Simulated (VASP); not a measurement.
Wanted: the native input for a VASP 6.6.1 run.

```
Task                   : single point
Functional             : LDA
Potentials or basis    : VASP PAW LDA potentials, release 64 (Rh_pv)
Cutoff                 : 520 eV
k mesh                 : 18 × 18 × 6
Occupations            : gaussian, width 0.15 eV
Spin                   : no spin polarisation
Dipole correction      : no
Further INCAR settings : ALGO = Fast; EDIFF = 1e-06; NBANDS = 38
```

The structure of Rh lies in POSCAR:

```
Rh
1.0
    3.0469446963      0.0000000000      0.0000000000
   -1.5234723482      2.1324558973      0.0000000000
    0.0000000000      0.0000000000      8.0315990299
Rh
4
Direct
    0.0000000000      0.0000000000      0.0000000000
    0.3333333333      0.6666666667      0.2500000000
    0.0000000000      0.0000000000      0.5000000000
    0.6666666667      0.3333333333      0.7500000000
```

This cell differs from its parent crystal: strain +e along x and -e along y +0.1100, strain +e along z and -e/2 along x and y -0.0733.

One way to write it, as run:

INCAR

```
ALGO = Fast
EDIFF = 1E-6
ENCUT = 520
GGA = CA
ISIF = 2
ISMEAR = 0
LASPH = T
LCHARG = F
LREAL = F
LWAVE = F
NBANDS = 38
NELM = 80
PREC = Accurate
SIGMA = 0.15
```

KPOINTS

```
k-points
0
Gamma
  18 18 6
```

Potentials or basis: VASP PAW LDA potentials, release 64 (Rh_pv).

Run with:

```bash
$ cat potpaw_LDA.64/Rh_pv/POTCAR > POTCAR
$ mpirun -np 1 vasp_std > vasp.out
```

Results of the run:

* Pressure: 16.6 GPa
* Largest force: 1.291 eV/Å
* Band gap on the k mesh: zero (bands 30 and 31 overlap by 2.18 eV)

Caveat: the cell differs from its parent crystal (strain +e along x and -e along y +0.1100, strain +e along z and -e/2 along x and y -0.0733); the cell stands under pressure; forces of over 1 eV/Å act on the atoms, so gaps and moduli don't describe the material at rest.

It took 11 min on 1 thread of Oxide Virtual Turin-like Processor (shared host), peak memory 0.5 GiB.
